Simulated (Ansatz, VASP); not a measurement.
# AlH2 in VASP and in Ansatz

```
Al H
1.0
     2.84015    0.00000    0.00000
    -1.42008    2.45965    0.00000
     0.00000    0.00000    4.75436
Al H
2 4
Direct
  0.66667 0.33333 0.75000
  0.33333 0.66667 0.25000
  0.33333 0.66667 0.61111
  0.66667 0.33333 0.38889
  0.66667 0.33333 0.11111
  0.33333 0.66667 0.88889
```

Alike in both runs: task relaxation of cell and atoms; functional PBE; k mesh 6 × 6 × 4; occupations gaussian, width 0.1 eV; no spin polarisation.

|  | VASP | Ansatz |
| --- | --- | --- |
| version | VASP 6.6.1 | Ansatz 0.2.0 |
| potentials or method | VASP PAW PBE potentials, release 64 (Al, H_h), cutoff 1230 eV | scalar-relativistic, plane waves, PAW |
| valence electrons in the cell | 10 | 10 |

Ansatz gave:

- gap on the k mesh at the Fermi level, each at its own relaxed structure (eV): none
- relaxed volume (Å³/atom): 9.41
- relaxed length of the cell vector where the two differ most in proportion (Å): 8.757

Question: Which values does VASP return?

Answer: gap on the k mesh at the Fermi level, each at its own relaxed structure (eV): none; relaxed volume (Å³/atom): 8.72; relaxed length of the cell vector where the two differ most in proportion (Å): 8.140.

A gap of «none» marks a metal or a gap that the smearing closes. One of these differences is far larger than is usual between the two programs; its cause wasn't traced.

The k mesh is coarse, so the values compare programs but aren't converged. Noted on VASP's run: the volume moved by over 15 % at a fixed basis, so the end points are rough.
